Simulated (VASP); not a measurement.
# Ti (Fd-3m) in VASP: further runs, part 2 of 2

VASP 6.6.1. Earlier steps stand in the parts before.

**4. Relaxation of cell and atoms, PBE, collinear spin**

This run uses another cell than the first one, of 23.84 Å³/atom.

Input file INCAR:

```
SYSTEM = Ti
PREC = Accurate
ENCUT = 600
EDIFF = 1E-7
ISMEAR = -1
SIGMA = 0.05
LREAL = .FALSE.
LASPH = .TRUE.
NELM = 150
ALGO = Normal
ISIF = 3
LWAVE = .FALSE.
LCHARG = .FALSE.
ISPIN = 2
MAGMOM = 1 1
LORBIT = 11
LMAXMIX = 4
GGA = PE
IBRION = 2
NSW = 80
EDIFFG = -0.01
```

Input file KPOINTS:

```
Automatic mesh
0
G
  10 10 10
  0 0 0
```

Input file POSCAR:

```
Ti
1.0
    0.0000000000      2.8780170575      2.8780170575
    2.8780170575      0.0000000000      2.8780170575
    2.8780170575      2.8780170575      0.0000000000
Ti
2
Direct
    0.1250000000      0.1250000000      0.1250000000
    0.8750000000      0.8750000000      0.8750000000
```

Potentials or basis: VASP PAW PBE potentials, release 64 (Ti_sv).

Command:

```bash
$ cat potpaw_PBE.64/Ti_sv/POTCAR > POTCAR
$ mpirun -np 1 vasp_std > vasp.out
```

OUTCAR:

```text
SYSTEM = Ti
   PREC = Accurate
   ENCUT = 600
   EDIFF = 1E-7
   ISMEAR = -1
   LREAL = .FALSE.
   LASPH = .TRUE.
   NELM = 150
   ISIF = 3
   ISPIN = 2
   LORBIT = 11
   GGA = PE
   IBRION = 2
   NSW = 80
   EDIFFG = -0.01

 ion  position               nearest neighbor table
   1  0.125  0.125  0.125-   2 2.49   2 2.49   2 2.49   2 2.49
   2  0.875  0.875  0.875-   1 2.49   1 2.49   1 2.49   1 2.49

  LATTYP: Found a face centered cubic cell.
 ALAT       =     5.7560341150

  Lattice vectors:

 A1 = (   0.0000000000,   2.8780170575,   2.8780170575)
 A2 = (   2.8780170575,   0.0000000000,   2.8780170575)
 A3 = (   2.8780170575,   2.8780170575,   0.0000000000)

Analysis of symmetry for initial positions (statically):
=====================================================================
 Subroutine PRICEL returns:
[... 310 lines left out ...]
 cond. band min:       3.9571768837   @ k =  -0.4000   0.2000   0.0000
 fundamental gap:      0.0166660513
 Fermi energy:         3.9567938259

 spin component 1

 k-point     1 :       0.0000    0.0000    0.0000
  band No.  band energies     occupation
      1     -53.3268      1.00000
      2     -53.0521      1.00000
      3     -29.7475      1.00000
      4     -29.7475      1.00000
      5     -29.7475      1.00000
      6     -29.2768      1.00000
[... 459 lines left out ...]
      6     -29.4079      1.00000
[... 9 lines left out ...]
     16       5.5294      0.00000
     17       5.5454      0.00000

 [... further k-points ...]

 spin component 2

 k-point     1 :       0.0000    0.0000    0.0000
  band No.  band energies     occupation
      1     -51.7733      1.00000
      2     -51.5124      1.00000
      3     -28.1707      1.00000
      4     -28.1707      1.00000
      5     -28.1707      1.00000
      6     -27.7325      1.00000
[... 500 lines left out ...]
  FREE ENERGIE OF THE ION-ELECTRON SYSTEM (eV)
  ---------------------------------------------------
  free  energy   TOTEN  =       -11.3942130066 eV

  energy  without entropy=      -11.3660709695  energy(sigma->0) =      -11.38014199

 reached required accuracy - stopping structural energy minimisation

 total charge

# of ion       s       p       d       tot
------------------------------------------
    1        2.233   6.028   2.053  10.314
    2        2.233   6.028   2.053  10.314
--------------------------------------------------
tot          4.467  12.057   4.106  20.629

 magnetization (x)

# of ion       s       p       d       tot
------------------------------------------
    1        0.097   0.064   1.599   1.760
    2        0.097   0.064   1.599   1.760
--------------------------------------------------
tot          0.193   0.129   3.198   3.520
```

CONTCAR:

```text
Ti
   1.00000000000000
    -0.0000000000000000    3.0158993702546346    3.0158993702546346
     3.0158993702546346   -0.0000000000000000    3.0158993702546346
     3.0158993702546346    3.0158993702546346    0.0000000000000000
  Ti
     2
Direct
     0.1250000000000000    0.1250000000000000    0.1250000000000000
     0.8750000000000000    0.8750000000000000    0.8750000000000000

  0.00000000E+00  0.00000000E+00  0.00000000E+00
  0.00000000E+00  0.00000000E+00  0.00000000E+00
```

Wall time 4.9 min (1 thread of AMD EPYC 9R45 (Zen 5), shared host); peak memory 0.25 GiB.

What came out:

```yaml
Free_energy: -11.3942 eV
Relaxed_volume: 27.43 Å³/atom
Relaxed_cell: a = 4.265 Å, b = 4.265 Å, c = 4.265 Å, α = 60.00°, β = 60.00°, γ = 60.00°
Space_group_after_relaxing_to_0.1_Å: Fd-3m (No. 227)
Energy_gained_by_relaxing: 40.1 meV/atom
Ionic_steps: 4
Pressure_after_relaxing: 0.0 GPa
Net_moment: 4.57 μB per cell
Site_moments: Ti +1.76 μB
Valence_electrons_inside_the_program's_atomic_spheres: Ti 10.31
```

Step by step:
```csv
step,energy change (eV),largest force (eV/Å),pressure (GPa),volume (Å³)
1,0.0000,0.0000,3.78,47.68
2,-0.0656,0.0000,1.49,51.67
3,-0.0801,0.0000,0.07,54.70
4,-0.0801,0.0000,0.00,54.86
```

Final structure:
```xyz
2
Lattice="0.0000 3.0159 3.0159 3.0159 0.0000 3.0159 3.0159 3.0159 0.0000" Properties=species:S:1:pos:R:3 pbc="T T T"
Ti    0.7540    0.7540    0.7540
Ti    5.2778    5.2778    5.2778
```

Levels at points of the mesh, in eV from the Fermi level:
Spin up:
| k point | band 11 | band 12 | band 13 | band 14 | band 15 | band 16 | band 17 |
| --- | --- | --- | --- | --- | --- | --- | --- |
| (0.00, 0.00, 0.00) | -0.83 | -0.83 | -0.83 | -0.83 | 0.90 | 0.90 | 0.90 |
| (0.50, 0.00, 0.00) | -0.81 | -0.81 | -0.75 | -0.75 | -0.54 | 1.60 | 1.60 |
| (0.50, 0.50, 0.00) | -0.92 | -0.92 | -0.66 | -0.66 | 0.93 | 0.93 | 2.50 |
Spin down:
```csv
k point,band 7,band 8,band 9,band 10,band 11,band 12,band 13,band 14
"(0.00, 0.00, 0.00)",-31.69,-31.69,-3.81,0.59,0.59,1.11,1.11,1.11
"(0.50, 0.00, 0.00)",-31.64,-31.64,-1.02,-0.66,0.54,0.54,1.19,1.19
"(0.50, 0.50, 0.00)",-31.59,-31.59,-0.67,-0.67,0.94,0.94,1.31,1.31
```

Caveat: the volume moved by over 15 % at a fixed basis, so the end points are rough.

**5. Single point, PBE, non-collinear spin, zero start, spin-orbit coupling**

This run uses another cell than the first one, of 23.15 Å³/atom.

Input file INCAR:

```
  PREC = Accurate
  ENCUT = 500
  EDIFF = 1E-6
  ISMEAR = -1
  SIGMA = 0.1
  LREAL = F
  LASPH = T
  NELM = 200
  ALGO = Normal
  ISIF = 2
  LWAVE = F
  LCHARG = F
  MAGMOM = 0 0 0 0 0 0
  LORBIT = 11
  LSORBIT = T
  GGA_COMPAT = F
  LORBMOM = T
  LMAXMIX = 4
  GGA = PE
  NBANDS = 36
```

Input file KPOINTS:

```
regular mesh
0
Gamma
  10 10 10
```

Input file POSCAR:

```
Ti
1.0
    0.0000000000      2.8498513420      2.8498513420
    2.8498513420      0.0000000000      2.8498513420
    2.8498513420      2.8498513420      0.0000000000
Ti
2
Direct
    0.1250000000      0.1250000000      0.1250000000
    0.8750000000      0.8750000000      0.8750000000
```

Command:

```bash
$ cat potpaw_PBE.64/Ti_sv/POTCAR > POTCAR
$ mpirun -np 1 vasp_ncl > vasp.out
```

It took 4.5 min on 1 thread of Intel Xeon 8259CL, shared host; peak memory 0.33 GiB.

Results (log left out):

```
Free energy                                           : -11.0933 eV
Pressure                                              : 0.1 GPa
Net moment                                            : 0.00 μB per cell
Valence electrons inside the program's atomic spheres : Ti 10.43
```

Moments on the atoms (μB; x, y, z):
```
Ti  0.00 0.00 0.00
Ti  0.00 0.00 0.00
```

**6. Single point, PBE, collinear spin**

This run uses another cell than the first one, of 27.42 Å³/atom.

Input file INCAR:

```
SYSTEM = Ti
PREC     = Accurate       ! precision mode
ENCUT    = 520            ! plane-wave cutoff, eV
EDIFF    = 1E-6           ! SCF threshold, eV
ISMEAR   = -1             ! smearing method
SIGMA    = 0.05           ! smearing width, eV
LREAL    = .FALSE.        ! projectors in reciprocal space
LASPH    = .TRUE.         ! aspherical terms in the spheres
NELM     = 150            ! most SCF steps
ALGO     = Normal         ! electronic algorithm
ISIF     = 2              ! what is computed and relaxed
LWAVE    = .FALSE.        ! write WAVECAR
LCHARG   = .TRUE.         ! write CHGCAR
ISPIN    = 2              ! spin polarisation
MAGMOM   = 1 1            ! initial moments
LORBIT   = 11             ! projections on sites
LMAXMIX  = 4              ! l up to which the mixer works
GGA      = PE             ! functional
LELF     = .TRUE.         ! ELF
LVHAR    = .TRUE.       
NBANDS   = 23             ! bands
```

Input file KPOINTS:

```
regular mesh
0
G
  10 10 10
  0 0 0
```

Input file POSCAR:

```
Ti
1.0
    0.0000000000      3.0155588838      3.0155588838
    3.0155588838      0.0000000000      3.0155588838
    3.0155588838      3.0155588838      0.0000000000
Ti
2
Direct
    0.1250000000      0.1250000000      0.1250000000
    0.8750000000      0.8750000000      0.8750000000
```

Potentials or basis: VASP PAW PBE potentials, release 64 (Ti_sv).

Command:

```bash
$ cat potpaw_PBE.64/Ti_sv/POTCAR > POTCAR
$ mpirun -np 1 vasp_std > vasp.out
```

It took 42 s on 1 thread of Intel Xeon 6975P-C (Granite Rapids), shared host; peak memory 0.25 GiB.

The run converged. Its results:

- Free energy: -11.3965 eV
- Pressure: 0.0 GPa
- Net moment: 4.57 μB per cell
- Site moments: Ti +1.76 μB
- Valence electrons inside the program's atomic spheres: Ti 10.31

Levels at points of the mesh, in eV from the Fermi level:
Spin up:
| k point | band 12 | band 13 | band 14 | band 15 | band 16 | band 17 |
| --- | --- | --- | --- | --- | --- | --- |
| (0.00, 0.00, 0.00) | -0.83 | -0.83 | -0.83 | 0.90 | 0.90 | 0.90 |
| (0.50, 0.00, 0.00) | -0.81 | -0.75 | -0.75 | -0.54 | 1.60 | 1.60 |
| (0.50, 0.50, 0.00) | -0.92 | -0.66 | -0.66 | 0.93 | 0.93 | 2.50 |
Spin down:
```tsv
k point	band 7	band 8	band 9	band 10	band 11	band 12	band 13	band 14
(0.00, 0.00, 0.00)	-31.69	-31.69	-3.81	0.59	0.59	1.11	1.11	1.11
(0.50, 0.00, 0.00)	-31.64	-31.64	-1.02	-0.66	0.54	0.54	1.19	1.19
(0.50, 0.50, 0.00)	-31.58	-31.58	-0.67	-0.67	0.94	0.94	1.31	1.31
```

**7. Overview**

| task | spin | cell | cutoff (eV) | smearing | gap on the mesh (eV) | pressure (GPa) | moment (μB) |
| --- | --- | --- | --- | --- | --- | --- | --- |
| single point | collinear | a = 4.375 Å, angles 60.0°, 2 atoms | 520 | fermi-dirac 0.05 eV | none | -1.6 | 4.85 |
| single point | collinear | a = 4.429 Å, angles 60.0°, 2 atoms | 520 | fermi-dirac 0.05 eV | none | -2.2 | 5.02 |
| relaxation of cell and atoms | collinear | relaxed from a = 4.070 Å, angles 60.0°, 2 atoms | 600 | fermi-dirac 0.05 eV | none | 0.0 | 4.57 |
| single point | non-collinear, zero start, SOC | a = 4.030 Å, angles 60.0°, 2 atoms | 500 | fermi-dirac 0.1 eV | - | 0.1 | 0.00 |
| single point | collinear | a = 4.265 Å, angles 60.0°, 2 atoms | 520 | fermi-dirac 0.05 eV | none | 0.0 | 4.57 |

Alike in all rows: level PBE; potentials or basis VASP PAW PBE potentials, release 64 (Ti_sv); k mesh 10 × 10 × 10.

Caveats: the volume moved by over 15 % at a fixed basis, so the end points are rough (at least some runs).

Total energies depend on the potentials used, so only differences within one code and one set of settings carry meaning.
